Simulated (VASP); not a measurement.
# Cd (Pm-3m) in VASP: further runs, part 2 of 2

VASP 6.6.1. Earlier steps stand in the parts before.

### Step 3. Relaxation of cell and atoms, PBEsol

This run uses another cell than the first one, of 22.62 Å³/atom, 0.894 times its volume.

INCAR reads:

```
PREC = Accurate ; ENCUT = 600
EDIFF = 1E-6 ; ISMEAR = 0
SIGMA = 0.1 ; LREAL = F
LASPH = T ; NELM = 100
ALGO = Normal ; ISIF = 3
LWAVE = F ; LCHARG = F
GGA = PS ; IBRION = 2
NSW = 90 ; EDIFFG = -0.04
```

KPOINTS reads:

```
Automatic mesh
0
Gamma
  6 6 6
```

POSCAR reads:

```
Cd
1.0
    2.8282114368      0.0000000000      0.0000000000
    0.0000000000      2.8282114368      0.0000000000
    0.0000000000      0.0000000000      2.8282114368
Cd
1
Direct
    0.0000000000      0.0000000000      0.0000000000
```

Potentials or basis: VASP PAW PBE potentials, release 64 (Cd).

Command:

```
cat potpaw_PBE.64/Cd/POTCAR > POTCAR
mpirun -np 1 vasp_std > vasp.out
```

OUTCAR:

```text
PREC = Accurate
   ENCUT = 600
   EDIFF = 1E-6
   ISMEAR = 0
   LREAL = F
   LASPH = T
   NELM = 100
   ISIF = 3
   GGA = PS
   IBRION = 2
   NSW = 90
   EDIFFG = -0.04

 ion  position               nearest neighbor table
   1  0.000  0.000  0.000-

  LATTYP: Found a simple cubic cell.
 ALAT       =     2.8282114368

  Lattice vectors:

 A1 = (   2.8282114368,   0.0000000000,   0.0000000000)
 A2 = (   0.0000000000,   2.8282114368,   0.0000000000)
 A3 = (   0.0000000000,   0.0000000000,   2.8282114368)

Analysis of symmetry for initial positions (statically):
=====================================================================
 Subroutine PRICEL returns:
 Original cell was already a primitive cell.
[... 172 lines left out ...]
  -------------------------------------------------------------------------------------
  Total        0.8864322      0.8864322      0.8864322     -0.0000000      0.0000000      0.0000000
  in kB       62.7798808     62.7798808     62.7798808     -0.0000000      0.0000000      0.0000000
  external PRESSURE =      62.7798808 kB  Pullay stress =       0.0000000 kB
[... 57 lines left out ...]
--------------------------------------- Ionic step        3  -------------------------------------------

 number of electron      11.9999998 magnetization

 Free energy of the ion-electron system (eV)
  ---------------------------------------------------
  ext. energy  EPLUGINS =         0.00000000
  ---------------------------------------------------
  free energy    TOTEN  =        -1.05058458 eV

  energy without entropy =       -1.04938004  energy(sigma->0) =       -1.04998231

 E-fermi :   1.4669     XC(G=0): -10.3213

 val. band max:        1.0486248141   @ k =   0.5000   0.3333   0.1667
 cond. band min:       1.5647178136   @ k =   0.5000   0.3333   0.0000
 fundamental gap:      0.5160929996
 Fermi energy:         1.4669253625

 k-point     1 :       0.0000    0.0000    0.0000
  band No.  band energies     occupation
      1      -7.9481      2.00000
      2      -7.9481      2.00000
      3      -6.4451      2.00000
      4      -6.4451      2.00000
      5      -6.4451      2.00000
      6      -6.1984      2.00000
      7      11.7154      0.00000
      8      11.7154      0.00000
      9      11.7154      0.00000
     10      15.3427      0.00000
[... 273 lines left out ...]
  FREE ENERGIE OF THE ION-ELECTRON SYSTEM (eV)
  ---------------------------------------------------
  free  energy   TOTEN  =        -1.0505845753 eV

  energy  without entropy=       -1.0493800359  energy(sigma->0) =       -1.04998231

 reached required accuracy - stopping structural energy minimisation
```

CONTCAR:

```text
Cd
   1.00000000000000
     2.9334319989614883    0.0000000000000000    0.0000000000000000
    -0.0000000000000000    2.9334319989614883   -0.0000000000000000
     0.0000000000000000    0.0000000000000000    2.9334319989614883
  Cd
     1
Direct
     0.0000000000000000    0.0000000000000000    0.0000000000000000

  0.00000000E+00  0.00000000E+00  0.00000000E+00
```

Run time: 8.1 s. Hardware: 1 thread of Intel Xeon Platinum 8259CL at 2.50GHz (Skylake/Cascade Lake), shared host; peak memory 0.14 GiB.

What came out:

```
Free energy                            : -1.0506 eV
Relaxed volume                         : 25.24 Å³/atom
Relaxed cell                           : a = 2.933 Å, b = 2.933 Å, c = 2.933 Å, α = 90.00°, β = 90.00°, γ = 90.00°
Space group after relaxing (to 0.05 Å) : Pm-3m (No. 221)
Energy gained by relaxing              : 46.3 meV/atom
Ionic steps                            : 3
Pressure after relaxing                : 0.0 GPa
Band gap on the k mesh                 : zero (band 6 reaches 6.25 eV, above the bottom of band 7 at -0.66 eV)
```

Step by step:
| step | energy change (eV) | largest force (eV/Å) | pressure (GPa) | volume (Å³) |
| --- | --- | --- | --- | --- |
| 1 | 0.0000 | 0.0000 | 6.28 | 22.62 |
| 2 | -0.0455 | 0.0000 | -0.65 | 25.65 |
| 3 | -0.0463 | 0.0000 | -0.02 | 25.24 |

Final structure:
```yaml
crystal:
  lattice:
    - [2.93343, 0.00000, 0.00000]
    - [0.00000, 2.93343, 0.00000]
    - [0.00000, 0.00000, 2.93343]
  atoms:
    - { symbol: Cd, position: [0.00000, 0.00000, 0.00000] }
```

Caveat: the k points lie up to 0.36 Å⁻¹ apart in the final cell; the PAW data sets were made with another functional, which shifts forces and pressure a little.

### Step 4. Single point, PBEsol

This run uses another cell than the first one, of 24.57 Å³/atom, 0.971 times its volume.

INCAR reads:

```
ALGO = Normal ; EDIFF = 1E-7
ENCUT = 520 ; GGA = PS
ISIF = 2 ; ISMEAR = 0
LASPH = True ; LCHARG = False
LREAL = False ; LWAVE = False
NBANDS = 12 ; NELM = 100
PREC = Accurate ; SIGMA = 0.1
```

KPOINTS reads:

```
k-points
0
Gamma
  18 18 18
```

POSCAR reads:

```
Cd
1.0
    2.9072413242      0.0000000000      0.0000000000
    0.0000000000      2.9072413242      0.0000000000
    0.0000000000      0.0000000000      2.9072413242
Cd
1
Direct
    0.0000000000      0.0000000000      0.0000000000
```

Command:

```
cat potpaw_PBE.64/Cd/POTCAR > POTCAR
mpirun -np 1 vasp_std > vasp.out
```

It took 25 s on 1 thread of Intel Xeon Platinum 8259CL at 2.50GHz (Skylake/Cascade Lake), shared host; peak memory 0.18 GiB.

It converged, with:

```
Free energy            : -1.0173 eV
Pressure               : 0.3 GPa
Band gap on the k mesh : zero (band 6 reaches 6.49 eV, above the bottom of band 7 at -0.61 eV)
```

Levels at points of the mesh, in eV from the Fermi level:
```tsv
k point	band 2	band 3	band 4	band 5	band 6	band 7	band 8	band 9	band 10	band 11
(0.00, 0.00, 0.00)	-9.66	-8.08	-8.08	-8.08	-7.96	10.29	10.29	10.29	13.98	13.98
(0.50, 0.00, 0.00)	-8.96	-8.55	-8.55	-8.03	-2.63	-2.35	14.42	14.42	14.94	15.62
(0.50, 0.50, 0.00)	-9.17	-8.47	-8.47	-7.65	1.16	1.16	2.21	5.87	18.58	18.58
(0.50, 0.50, 0.50)	-9.23	-9.23	-7.63	-7.63	4.74	4.74	4.74	8.18	8.51	9.83
```

Caveat: the PAW data sets were made with another functional, which shifts forces and pressure a little.

### Step 5. Relaxation of cell and atoms, PBEsol

INCAR reads:

```
PREC = Accurate ; ENCUT = 600
EDIFF = 1E-6 ; ISMEAR = 0
SIGMA = 0.1 ; LREAL = False
LASPH = True ; NELM = 60
ALGO = Normal ; ISIF = 3
LWAVE = False ; LCHARG = False
GGA = PS ; IBRION = 2
NSW = 100 ; EDIFFG = -0.01
```

KPOINTS reads:

```
Automatic mesh
0
Gamma
  18 18 18
```

POSCAR reads:

```
Cd
1.0
    2.9354823460      0.0000000000      0.0000000000
    0.0000000000      2.9354823460      0.0000000000
    0.0000000000      0.0000000000      2.9354823460
Cd
1
Direct
    0.0000000000      0.0000000000      0.0000000000
```

Command:

```
cat potpaw_PBE.64/Cd/POTCAR > POTCAR
mpirun -np 1 vasp_std > vasp.out
```

It took 48 s on 1 thread of Intel Xeon Platinum 8259CL at 2.50GHz (Skylake/Cascade Lake), shared host; peak memory 0.19 GiB.

Results (log left out):

| Item | Value |
| --- | --- |
| Free energy | -1.0178 eV |
| Relaxed volume | 24.66 Å³/atom |
| Relaxed cell | a = 2.911 Å, b = 2.911 Å, c = 2.911 Å, α = 90.00°, β = 90.00°, γ = 90.00° |
| Space group after relaxing (to 0.05 Å) | Pm-3m (No. 221) |
| Energy gained by relaxing | 2.1 meV/atom |
| Ionic steps | 3 |
| Pressure after relaxing | 0.0 GPa |
| Band gap on the k mesh | zero (band 6 reaches 6.45 eV, above the bottom of band 7 at -0.62 eV) |

The path:
| step | energy change (eV) | largest force (eV/Å) | pressure (GPa) | volume (Å³) |
| --- | --- | --- | --- | --- |
| 1 | 0.0000 | 0.0000 | -1.01 | 25.30 |
| 2 | -0.0020 | 0.0000 | -0.09 | 24.72 |
| 3 | -0.0021 | 0.0000 | 0.00 | 24.66 |

Final structure:
```
Cd
1.0
     2.91078    0.00000    0.00000
     0.00000    2.91078    0.00000
     0.00000    0.00000    2.91078
Cd
1
Cartesian
  0.0000 0.0000 0.0000
```

Levels at points of the mesh, in eV from the Fermi level:
| k point | band 2 | band 3 | band 4 | band 5 | band 6 | band 7 | band 8 | band 9 | band 10 |
| --- | --- | --- | --- | --- | --- | --- | --- | --- | --- |
| (0.00, 0.00, 0.00) | -9.65 | -8.08 | -8.08 | -8.08 | -7.94 | 10.27 | 10.27 | 10.27 | 13.95 |
| (0.50, 0.00, 0.00) | -8.95 | -8.55 | -8.55 | -8.04 | -2.63 | -2.34 | 14.38 | 14.38 | 14.92 |
| (0.50, 0.50, 0.00) | -9.16 | -8.47 | -8.47 | -7.66 | 1.16 | 1.16 | 2.18 | 5.86 | 18.55 |
| (0.50, 0.50, 0.50) | -9.22 | -9.22 | -7.63 | -7.63 | 4.73 | 4.73 | 4.73 | 8.13 | 8.51 |

Caveat: the PAW data sets were made with another functional, which shifts forces and pressure a little.

### Step 6. The runs side by side

```tsv
task	cell	k mesh	cutoff (eV)	gap on the mesh (eV)	pressure (GPa)	relaxed volume (Å³/atom)
single point	a = 2.935 Å, 1 atom	6 × 6 × 6	520	none	0.0	-
relaxation of cell and atoms	relaxed from a = 2.828 Å, 1 atom	6 × 6 × 6	600	none	0.0	25.24
single point	a = 2.907 Å, 1 atom	18 × 18 × 18	520	none	0.3	-
relaxation of cell and atoms	relaxed from a = 2.935 Å, 1 atom	18 × 18 × 18	600	none	0.0	24.66
```

Alike in all rows: level PBEsol; potentials or basis VASP PAW PBE potentials, release 64 (Cd); no spin polarisation; smearing gaussian 0.1 eV.

Caveats: some runs use coarse meshes; the PAW data sets were made with another functional, which shifts forces and pressure a little.

Absolute energies hang on the potentials; compare differences alone.
